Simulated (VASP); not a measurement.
Rh: single point with PBE

Rh:

```xyz
2
Lattice="0.0000 2.5993 2.5993 2.5993 0.0000 2.5993 2.5993 2.5993 0.0000" Properties=species:S:1:pos:R:3 pbc="T T T"
Rh   -0.5719   -0.7278   -0.7278
Rh    0.5719    0.7278    0.7278
```

This cell differs from its parent crystal: shortest bond scaled by 0.88.

```
Program                : VASP 6.6.1
Task                   : single point
Functional             : PBE
Potentials or basis    : VASP PAW PBE potentials, release 64 (Rh_pv)
Cutoff                 : 520 eV
k mesh                 : 10 × 10 × 10
Occupations            : fermi-dirac, width 0.05 eV
Spin                   : no spin polarisation
Dipole correction      : no
Further INCAR settings : ALGO = Normal; EDIFF = 1e-06; NBANDS = 22
```

```json
{"Pressure": "47.3 GPa", "Largest force": "9.166 eV/Å", "Band gap on the k mesh": "zero (band 15 reaches 9.80 eV, above the bottom of band 16 at 8.09 eV)"}
```

Forces on the atoms (eV/Å):
```
Rh  -5.292  5.292  5.292
Rh   5.292 -5.292 -5.292
```

Stress tensor (GPa, compression positive):
```
 47.33 -31.30 -31.30
-31.30  47.33  31.30
-31.30  31.30  47.33
```

Levels at points of the mesh, in eV from the Fermi level:
```tsv
k point	band 12	band 13	band 14	band 15	band 16	band 17	band 18	band 19
(0.00, 0.00, 0.00)	-4.73	-1.98	-1.77	-1.77	0.38	0.38	11.51	12.70
(0.50, 0.00, 0.00)	-3.57	-1.37	-1.37	-0.83	1.15	1.15	2.99	10.50
(0.00, 0.50, 0.00)	-4.10	-1.37	-1.28	-0.71	-0.14	-0.12	2.11	9.54
(0.50, 0.50, 0.00)	-2.76	-2.21	-2.21	0.46	0.79	2.12	2.89	5.02
```

Run time: 78 s on 1 thread of Intel Xeon 6975P-C, with other jobs on the host, peak memory 0.2 GiB.

Caveat: the cell differs from its parent crystal (shortest bond scaled by 0.88); forces of over 1 eV/Å act on the atoms, so gaps and moduli don't describe the material at rest.
